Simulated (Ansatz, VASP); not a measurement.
## One calculation of Ge, two programs

File INCAR:

```
SYSTEM = Ge
  PREC = Accurate
  ENCUT = 500
  EDIFF = 1E-6
  ISMEAR = 0
  SIGMA = 0.15
  LREAL = .FALSE.
  LASPH = .TRUE.
  NELM = 200
  ALGO = Normal
  ISIF = 2
  LWAVE = .FALSE.
  LCHARG = .FALSE.
  ISPIN = 2
  MAGMOM = 0.5 -0.5
  LORBIT = 11
  GGA = LIBXC
  LIBXC1 = GGA_X_PBE
  LIBXC2 = GGA_C_PBE_SOL
  NBANDS = 25
  GGA_COMPAT = .FALSE.
```

Contents of KPOINTS:

```
Automatic mesh
0
G
  8 8 8
  0 0 0
```

File POSCAR:

```
Ge
1.0
    0.0000000000      2.8099234548      2.8099234548
    2.8099234548      0.0000000000      2.8099234548
    2.8099234548      2.8099234548      0.0000000000
Ge
2
Direct
    0.7500000000      0.7500000000      0.7500000000
    0.5000000000      0.5000000000      0.5000000000
```

Contents of input.yaml:

```yaml
crystal:
  lattice:
    - [0.0, 2.8099234548, 2.8099234548]
    - [2.8099234548, 0.0, 2.8099234548]
    - [2.8099234548, 2.8099234548, 0.0]
  atoms:
    - { symbol: Ge, position: [0.75, 0.75, 0.75], spin: 0.5 }
    - { symbol: Ge, position: [0.5, 0.5, 0.5], spin: -0.5 }
kpoints:
  mp_grid: { grid: [8, 8, 8] }
scf:
  occupations: { method: gaussian, width: 0.15 }
hamiltonian:
  xc: { exchange: pbe, correlation: pbesol }
  pseudopotentials: { kind: all_electron, lapw: { basis_error: 0.001 } }
magnetization:
  spin_polarized: true
output:
  forces: true
  stress: true
  eigenvalues: true
```

Change from the starting cell: volume scaled by 0.98.

Alike in both runs: task single point; functional pbe exchange, pbesol correlation; k mesh 8 × 8 × 8; occupations gaussian, width 0.15 eV; collinear spin.

```csv
,VASP,Ansatz
version,VASP 6.6.1,Ansatz 0.2.0
potentials or method,"VASP PAW PBE potentials, release 64 (Ge_d), cutoff 500 eV","all-electron LAPW, scalar-relativistic"
```

Ansatz gave:

```
gap on the k mesh at the Fermi level (eV) : 0.14
least direct gap on the mesh (eV)         : 0.14
pressure (GPa)                            : 5.9
net moment per atom (μB)                  : 0.00
```

Problem. What did VASP give for the same quantities?

Solution. gap on the k mesh at the Fermi level (eV): 0.14; least direct gap on the mesh (eV): 0.14; pressure (GPa): 5.8; net moment per atom (μB): 0.00.

VASP's potentials were made for PBE, not for pbe exchange, pbesol correlation. Ansatz ran all-electron here, and VASP with PAW potentials.
